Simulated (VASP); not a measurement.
ZnCu, 2 atoms in the cell. The structure is trigonal, space group R3m (No. 160). The conventional cell has a = 4.165 Å, b = 4.165 Å, c = 5.101 Å, α = 90.00°, β = 90.00°, γ = 120.00°. Within 3.3 Å of Zn (site symmetry 3m) lie 8 Cu at 2.46 to 2.64 Å and 6 Zn at 2.94 to 2.95 Å. Within 3.3 Å of Cu (site symmetry 3m) lie 8 Zn at 2.46 to 2.64 Å and 6 Cu at 2.94 Å.  This cell differs from its parent crystal: all Zn atoms moved +0.087 Å, as atom 1 towards its neighbour atom 2 (Cu) at 2.550 Å.

* Program: VASP 6.6.1
* Task: single point
* Functional: LDA
* Potentials or basis: VASP PAW LDA potentials, release 64 (Zn, Cu)
* Cutoff: 520 eV
* k mesh: 16 × 16 × 16
* Occupations: gaussian, width 0.15 eV
* Spin: no spin polarisation
* Dipole correction: no
* Further INCAR settings: ALGO = Fast; EDIFF = 1e-07; NBANDS = 18

Potentials or basis: VASP PAW LDA potentials, release 64 (Zn, Cu).

Run with:

```console
$ cat potpaw_LDA.64/Zn/POTCAR potpaw_LDA.64/Cu/POTCAR > POTCAR
$ mpirun -np 1 vasp_std > vasp.out
```

Hardware: 1 thread of Intel Xeon 8259CL (shared host).

Q: Estimate the wall time of this run.

A: Wall time 5 min on 1 thread of Intel Xeon 8259CL, with other jobs on the host, peak memory 0.3 GiB. Counts: scf iterations 19, k points 417.
